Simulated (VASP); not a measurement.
A run of VASP 6.6.1 is set up as follows.

File INCAR:

```
SYSTEM = TiSi16
  PREC = Accurate
  ENCUT = 520
  EDIFF = 1E-6
  ISMEAR = -1
  SIGMA = 0.05
  LREAL = Auto
  LASPH = .True.
  NELM = 80
  ALGO = Normal
  ISIF = 2
  LWAVE = .False.
  LCHARG = .False.
  GGA = PE
  NBANDS = 52
```

File KPOINTS:

```
Automatic mesh
0
Gamma
  2 2 2
  0 0 0
```

File POSCAR:

```
TiSi16
1.0
    0.0000000000      5.4300000000      5.4300000000
    5.4300000000      0.0000000000      5.4300000000
    5.4300000000      5.4300000000      0.0000000000
Si Ti
16 1
Direct
   -0.0326887661     -0.0018416206      0.0446408840
    0.0779742173      0.1270165746      0.1610128913
   -0.0270073665     -0.0435819521      0.5263259669
    0.0128913444      0.0795580110      0.7085635359
   -0.0203591160      0.5321639042     -0.0251473297
    0.1096777164      0.6304511971      0.1247790055
   -0.0333793738      0.4573941068      0.5434162063
    0.1257090239      0.5726335175      0.6367403315
    0.4928453039     -0.0164917127      0.0021823204
    0.5803130755      0.1106261510      0.1505340700
    0.4456077348     -0.0469521179      0.5459392265
    0.6015745856      0.0810773481      0.6296408840
    0.4810681400      0.4865009208      0.0019152855
    0.6201473297      0.5800000000      0.1475506446
    0.5102946593      0.4735174954      0.4989318600
    0.6046408840      0.6033333333      0.6286556169
    0.2041988950      0.2408839779      0.3062615101
```

Potentials or basis: VASP PAW PBE potentials, release 64 (Si, Ti_sv).

Run with:

```sh
$ cat potpaw_PBE.64/Si/POTCAR potpaw_PBE.64/Ti_sv/POTCAR > POTCAR
$ mpirun -np 1 vasp_std > vasp.out
```

(1) What does it give for the largest force?

(2) What does it give for the band gap on the k mesh?

Answers

(1) 2.698 eV/Å.

(2) zero (band 38 reaches 7.04 eV, above the bottom of band 39 at 6.77 eV).

Caveat: the k points lie up to 0.50 Å⁻¹ apart.
